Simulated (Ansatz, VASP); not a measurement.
# AlCl: VASP beside Ansatz

```
Al Cl
1.0
     3.55660    0.00000    0.00000
     0.00000    3.51354    0.00000
     0.00000    0.00000    9.02595
Al Cl
2 2
Direct
  0.00000 0.00000 0.43034
  0.50000 0.50000 0.56966
  0.00000 0.00000 0.19838
  0.50000 0.50000 0.80162
```

Alike in both runs: functional PBE; k mesh 14 × 12 × 6; occupations gaussian, width 0.1 eV; no spin polarisation.

Ansatz relaxed the structure, and its values are those at the end. VASP's run is a single point on that final structure, the one shown.

```csv
,VASP,Ansatz
version,VASP 6.6.1,Ansatz 0.2.0
potentials or method,"VASP PAW PBE potentials, release 64 (Al, Cl), cutoff 520 eV","scalar-relativistic, plane waves, PAW"
valence electrons in the cell,20,20
```

|  | VASP | Ansatz | Ansatz less VASP |
| --- | --- | --- | --- |
| gap on the k mesh at the Fermi level (eV) | none | none | - |
| pressure (GPa) | -0.1 | 0.0 | +0.11 |
| rms of the force components (eV/Å) | 0.020 | 0.000 | -0.0195 |

A gap of «none» marks a metal or a gap that the smearing closes. The functional is the same, so the differences come from potentials, cutoffs and numerics.
